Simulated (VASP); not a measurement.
TiSn3O8: single point with PBE

The system is TiSn3O8.

```
Ti Sn O
1.0
     3.37562   -3.38112    0.00000
     3.37562    3.38112    0.00000
     0.00000    0.00000    6.36083
Ti Sn O
1 3 8
Direct
  0.00000 0.00000 0.00000
  0.00000 0.00000 0.50000
  0.50000 0.50000 0.24533
  0.50000 0.50000 0.75467
  0.70303 0.70303 0.00000
  0.69377 0.69377 0.50000
  0.81039 0.18961 0.23836
  0.81039 0.18961 0.76164
  0.29697 0.29697 0.00000
  0.30623 0.30623 0.50000
  0.18961 0.81039 0.23836
  0.18961 0.81039 0.76164
```

```yaml
Program: VASP 6.6.1
Task: single point
Functional: PBE
Potentials_or_basis: VASP PAW PBE potentials, release 64 (Ti_sv, Sn_d, O)
Cutoff: 520 eV
k_mesh: 4 × 4 × 2
Occupations: gaussian, width 0.1 eV
Spin: no spin polarisation
```

```json
{
 "Pressure": "0.6 GPa",
 "Largest force": "0.037 eV/Å",
 "Band gap on the k mesh": "1.73 eV (least direct gap 1.84 eV)"
}
```

Forces on the atoms (eV/Å):
```
Ti   0.000  0.000  0.000
Sn   0.000  0.000  0.000
Sn   0.000  0.000 -0.012
Sn   0.000  0.000  0.012
O    0.037  0.000  0.000
O    0.015  0.000  0.000
O    0.000  0.021  0.006
O    0.000  0.021 -0.006
O   -0.037  0.000  0.000
O   -0.015  0.000  0.000
O    0.000 -0.021  0.006
O    0.000 -0.021 -0.006
```

Stress tensor (GPa, compression positive):
```
0.44 0.00 0.00
0.00 0.45 0.00
0.00 0.00 0.90
```

Levels at points of the mesh, in eV from the valence-band top:
```csv
k point,band 48,band 49,band 50,band 51,band 52,band 53,band 54,band 55
"(0.00, 0.00, 0.00)",-1.22,-0.69,-0.66,0.00,1.84,2.16,3.06,3.19
"(0.50, 0.00, 0.00)",-1.01,-0.77,-0.63,-0.59,2.25,2.86,2.89,4.19
"(0.50, 0.50, 0.00)",-0.95,-0.84,-0.78,-0.77,1.73,2.89,3.10,3.18
"(0.00, 0.00, 0.50)",-0.66,-0.64,-0.63,-0.35,2.40,3.04,3.14,3.43
"(0.50, 0.00, 0.50)",-1.10,-0.80,-0.69,-0.68,2.58,2.67,2.95,4.22
"(0.50, 0.50, 0.50)",-0.82,-0.81,-0.76,-0.74,2.59,2.70,3.11,3.56
```

Run time: 64 s on 1 thread of Intel(R) Xeon(R) 6975P-C (Granite Rapids), on a shared host, peak memory 0.29 GiB.

Caveat: the k points lie up to 0.49 Å⁻¹ apart; spin-orbit coupling is left out, which moves the levels of the heavy elements. A k mesh can miss the band edges.
